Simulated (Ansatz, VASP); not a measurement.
**Two plane-wave programs on Mg2CdN2**

```xyz
5
Lattice="3.5529 0.0000 0.0000 -1.7764 3.0769 0.0000 0.0000 0.0000 5.9838" Properties=species:S:1:pos:R:3 pbc="T T T"
Mg    1.7764    1.0256    0.9182
Mg    0.0000    2.0513    5.0657
Cd    0.0000    0.0000    2.9919
N     1.7764    0.8057    4.6686
N     0.0000    1.8314    1.4106
```

Change from the starting cell: all N atoms moved +0.225 Å, as atom 4 towards its neighbour atom 2 (Mg) at 2.099 Å.

Alike in both runs: task single point; functional LDA; k mesh 12 × 12 × 6; occupations gaussian, width 0.03 eV; no spin polarisation.

|  | VASP | Ansatz |
| --- | --- | --- |
| version | VASP 6.6.1 | Ansatz 0.2.0 |
| potentials or method | VASP PAW LDA potentials, release 64 (Mg, Cd, N), cutoff 520 eV | scalar-relativistic, plane waves, PAW |
| valence electrons in the cell | 26 | 50 |

```csv
,VASP,Ansatz,Ansatz less VASP
gap on the k mesh at the Fermi level (eV),0.38,0.37,-0.009
least direct gap on the mesh (eV),0.62,0.61,-0.007
pressure (GPa),-5.5,-5.1,+0.34
"traceless stress, the component that is largest in VASP (GPa)",3.86,3.65,-0.207
rms of the force components (eV/Å),0.990,0.966,-0.0246
```

LDA's correlation is that of Perdew and Zunger in VASP and of Perdew and Wang (1992) in Ansatz. Atom by atom the forces differ by 0.036 eV/Å (rms over components). VASP's potentials hold 26 valence electrons a cell and Ansatz's 50, so a difference there can come from the potentials and not from the codes.
